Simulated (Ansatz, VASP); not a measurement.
Given: the input of a run of Ansatz 0.2.0 on V.

File input.yaml:

```yaml
crystal:
  lattice:
    - [0.0, 1.9321662985, 1.9321662985]
    - [1.9321662985, 0.0, 1.9321662985]
    - [1.9321662985, 1.9321662985, 0.0]
  atoms:
    - { symbol: V, position: [0.0, 0.0, 0.0], spin: 2.0 }
hamiltonian:
  xc: pbe
  pseudopotentials: { kind: paw }
magnetization:
  spin_polarized: true
kpoints:
  mp_grid: { grid: [12, 12, 12] }
scf:
  occupations: { method: fermi_dirac, width: 0.05 }
output:
  forces: true
  stress: true
  eigenvalues: true
```

Potentials or basis: Ansatz PAW.

Launch:

```sh
$ ansatz run input.yaml --threads 1 --pin off --max-ram 2560MiB --backend cpu --events-out ev --progress --plain --runs-dir out
```

Translate it to VASP 6.6.1. Potentials there: VASP PAW PBE potentials, release 64 (V_sv).

As run (the cutoff follows the program's own potentials):

INCAR

```
SYSTEM = V
PREC = Accurate ; ENCUT = 520
EDIFF = 1E-7 ; ISMEAR = -1
SIGMA = 0.05 ; LREAL = .FALSE.
LASPH = .TRUE. ; NELM = 150
ALGO = Normal ; ISIF = 2
LWAVE = .FALSE. ; LCHARG = .TRUE.
ISPIN = 2 ; MAGMOM = 2
LORBIT = 11 ; LMAXMIX = 4
GGA = PE ; LELF = .TRUE.
LVHAR = .TRUE. ; NBANDS = 16
```

The input KPOINTS:

```
regular mesh
0
G
  12 12 12
  0 0 0
```

POSCAR

```
V
1.0
    0.0000000000      1.9321662985      1.9321662985
    1.9321662985      0.0000000000      1.9321662985
    1.9321662985      1.9321662985      0.0000000000
V
1
Direct
    0.0000000000      0.0000000000      0.0000000000
```

Potentials or basis: VASP PAW PBE potentials, release 64 (V_sv).

The run is started by

```console
$ cat potpaw_PBE.64/V_sv/POTCAR > POTCAR
$ mpirun -np 1 vasp_std > vasp.out
```

Both were run:

|  | VASP | Ansatz | Ansatz less VASP |
| --- | --- | --- | --- |
| gap on the k mesh at the Fermi level (eV) | none | none | - |
| pressure (GPa) | -6.0 | -6.2 | -0.20 |
| net moment per atom (μB) | 0.00 | 0.00 | 0.000 |

A gap of «none» marks a metal or a gap that the smearing closes.
